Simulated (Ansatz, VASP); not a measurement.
**NaCl in VASP and in Ansatz**

INCAR

```
SYSTEM = NaCl
PREC     = Accurate       ! precision mode
ENCUT    = 520            ! plane-wave cutoff, eV
EDIFF    = 1E-7           ! SCF threshold, eV
ISMEAR   = 0              ! smearing method
SIGMA    = 0.05           ! smearing width, eV
LREAL    = .FALSE.        ! projectors in reciprocal space
LASPH    = .TRUE.         ! aspherical terms in the spheres
NELM     = 80             ! most SCF steps
ALGO     = Normal         ! electronic algorithm
ISIF     = 2              ! what is computed and relaxed
LWAVE    = .FALSE.        ! write WAVECAR
LCHARG   = .FALSE.        ! write CHGCAR
GGA      = PS             ! functional
NBANDS   = 14             ! bands
```

File KPOINTS:

```
Automatic mesh
0
G
  8 8 8
  0 0 0
```

POSCAR

```
NaCl
1.0
    0.0000000000      2.8317500000      2.8317500000
    2.8317500000      0.0000000000      2.8317500000
    2.8317500000      2.8317500000      0.0000000000
Na Cl
1 1
Direct
    0.0000000000      0.0000000000      0.0000000000
    0.4344520067      0.5655479933      0.5000000000
```

Input for Ansatz:

```yaml
crystal:
  lattice:
    - [0.0, 2.83175, 2.83175]
    - [2.83175, 0.0, 2.83175]
    - [2.83175, 2.83175, 0.0]
  atoms:
    - { symbol: Na, position: [0.0, 0.0, 0.0] }
    - { symbol: Cl, position: [0.4344520067, 0.5655479933, 0.5] }
basis:
  ecutwfc: 420
kpoints:
  mp_grid: { grid: [8, 8, 8] }
hamiltonian:
  xc: pbesol
scf:
  occupations: { method: gaussian, width: 0.05 }
output:
  forces: true
  stress: true
  eigenvalues: true
```

Change from the starting cell: all Cl atoms moved +0.263 Å, as atom 2 along Cartesian [1 -1 0].

Alike in both runs: task single point; functional PBEsol; k mesh 8 × 8 × 8; occupations gaussian, width 0.05 eV; no spin polarisation.

|  | VASP | Ansatz |
| --- | --- | --- |
| version | VASP 6.6.1 | Ansatz 0.2.0 |
| potentials or method | VASP PAW PBE potentials, release 64 (Na_pv, Cl), cutoff 520 eV | scalar-relativistic, plane waves, PAW |
| valence electrons in the cell | 14 | 16 |

VASP gave:

| Property | Result |
| --- | --- |
| gap on the k mesh at the Fermi level (eV) | 4.90 |
| least direct gap on the mesh (eV) | 4.90 |
| pressure (GPa) | -0.1 |
| traceless stress, the component that is largest in VASP (GPa) | -0.84 |
| rms of the force components (eV/Å) | 0.200 |

**Question.** Which values does Ansatz return?

**Answer.** gap on the k mesh at the Fermi level (eV): 4.90; least direct gap on the mesh (eV): 4.90; pressure (GPa): -0.1; traceless stress, the component that is largest in VASP (GPa): -0.82; rms of the force components (eV/Å): 0.196.

VASP's potentials were made for PBE, not for PBEsol. Atom by atom the forces differ by 0.004 eV/Å (rms over components). VASP's potentials hold 14 valence electrons a cell and Ansatz's 16, so a difference there can come from the potentials and not from the codes.
